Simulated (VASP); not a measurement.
A run of VASP 6.6.1 is set up as follows.

The input INCAR:

```
PREC = Accurate ; ENCUT = 600
EDIFF = 1E-6 ; ISMEAR = 0
SIGMA = 0.1 ; LREAL = F
LASPH = T ; NELM = 120
ALGO = Normal ; ISIF = 2
LWAVE = F ; LCHARG = F
GGA = PE ; IVDW = 12
NBANDS = 13 ; ISYM = 0
GGA_COMPAT = F
```

The input KPOINTS:

```
Automatic mesh
0
Gamma
  3 3 3
  0 0 0.5
```

The input POSCAR:

```
O
1.0
    1.4233490221      0.8217709410      3.4083000000
   -1.4233490221      0.8217709410      3.4083000000
    0.0000000000     -1.6435418821      3.4083000000
O
2
Direct
    0.0577000000      0.0577000000      0.0577000000
    0.9423000000      0.9423000000      0.9423000000
```

Potentials or basis: VASP PAW PBE potentials, release 64 (O).

Run with:

```sh
$ cat potpaw_PBE.64/O/POTCAR > POTCAR
$ mpirun -np 1 vasp_std > vasp.out
```

(1) What does it give for the dispersion energy per atom?

(2) Predict the band gap on the k mesh.

(3) Estimate the largest force.

(4) Predict the pressure.

Answers

(1) -0.070 eV.

(2) zero (band 6 reaches 0.77 eV, above the bottom of band 7 at 0.29 eV).

(3) 4.362 eV/Å.

(4) 8.6 GPa.

Caveat: the k points lie up to 0.87 Å⁻¹ apart; the standard files for N, O and F lose accuracy on very short bonds; spin is off for a triplet molecule; pairwise dispersion overbinds metals, which lowers pressure and volume; forces of over 1 eV/Å act on the atoms, so gaps and moduli don't describe the material at rest.
